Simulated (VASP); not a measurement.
Zr3O: single point with PBEsol

Zr3O:

```
Zr O
1.0
     5.41373    0.00000    0.00000
    -2.70686    4.68842    0.00000
     0.00000    0.00000    5.48573
Zr O
6 2
Cartesian
  1.9832 0.0000 0.0000
  0.9916 1.7175 2.7429
  -0.9916 1.7175 0.0000
  3.4305 0.0000 2.7429
  1.7152 2.9709 0.0000
  -1.7152 2.9709 2.7429
  0.0000 3.1256 1.3714
  2.7069 1.5628 4.1143
```

This cell differs from its parent crystal: c/a of the conventional cell at fixed volume 1.0133.

```
Program                : VASP 6.6.1
Task                   : single point
Functional             : PBEsol
Potentials or basis    : VASP PAW PBE potentials, release 64 (Zr_sv, O)
Cutoff                 : 520 eV
k mesh                 : 9 × 9 × 8
Occupations            : gaussian, width 0.15 eV
Spin                   : no spin polarisation
Dipole correction      : no
Further INCAR settings : ALGO = Normal; EDIFF = 1e-06; NBANDS = 52
```

```json
{
 "Pressure": "5.9 GPa",
 "Largest force": "1.597 eV/Å",
 "Band gap on the k mesh": "zero (band 42 reaches 10.23 eV, above the bottom of band 43 at 9.69 eV)"
}
```

Forces in eV/Å, atoms in the order of the input:
```
Zr  -1.597  0.000  0.000
Zr  -0.798 -1.383  0.000
Zr   0.798 -1.383  0.000
Zr   1.597  0.000  0.000
Zr   0.798  1.383  0.000
Zr  -0.798  1.383  0.000
O    0.000  0.000  0.000
O    0.000  0.000  0.000
```

Stress tensor (GPa, compression positive):
```
 9.25  0.00  0.00
 0.00  9.25  0.00
 0.00  0.00 -0.82
```

Levels at points of the mesh, in eV from the Fermi level:
| k point | band 38 | band 39 | band 40 | band 41 | band 42 | band 43 | band 44 | band 45 | band 46 | band 47 |
| --- | --- | --- | --- | --- | --- | --- | --- | --- | --- | --- |
| (0.00, 0.00, 0.00) | -0.90 | -0.90 | -0.85 | -0.48 | 0.06 | 0.74 | 0.74 | 0.76 | 0.76 | 0.97 |
| (0.00, 0.00, 0.50) | -1.17 | -0.43 | -0.43 | -0.40 | -0.40 | -0.08 | -0.08 | 0.40 | 0.40 | 1.48 |

Wall time 8.8 min on 1 thread of Intel Xeon 6975P-C (shared host), peak memory 0.44 GiB.

Caveat: the PAW data sets were made with another functional, which shifts forces and pressure a little.
